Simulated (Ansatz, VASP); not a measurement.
Two plane-wave programs on Ru

```
Ru
1.0
     2.55971    0.00000    0.00000
    -1.27985    2.21677    0.00000
     0.00000    0.00000    4.85091
Ru
2
Cartesian
  0.0000 1.4778 1.2127
  1.2799 0.7389 3.6382
```

Alike in both runs: task single point; functional PBE; k mesh 21 × 21 × 12; occupations gaussian, width 0.15 eV; no spin polarisation.

|  | VASP | Ansatz |
| --- | --- | --- |
| version | VASP 6.6.1 | Ansatz 0.2.0 |
| potentials or method | VASP PAW PBE potentials, release 64 (Ru_pv), cutoff 520 eV | scalar-relativistic, plane waves, PAW |
| valence electrons in the cell | 28 | 32 |

VASP gave:

* gap on the k mesh at the Fermi level (eV): none
* pressure (GPa): 11.1
* traceless stress, the component that is largest in VASP (GPa): -48.67

Question: What did Ansatz give for the same quantities?

Answer: gap on the k mesh at the Fermi level (eV): none; pressure (GPa): 11.1; traceless stress, the component that is largest in VASP (GPa): -48.70.

A gap of «none» marks a metal or a gap that the smearing closes. VASP's potentials hold 28 valence electrons a cell and Ansatz's 32, so a difference there can come from the potentials and not from the codes.
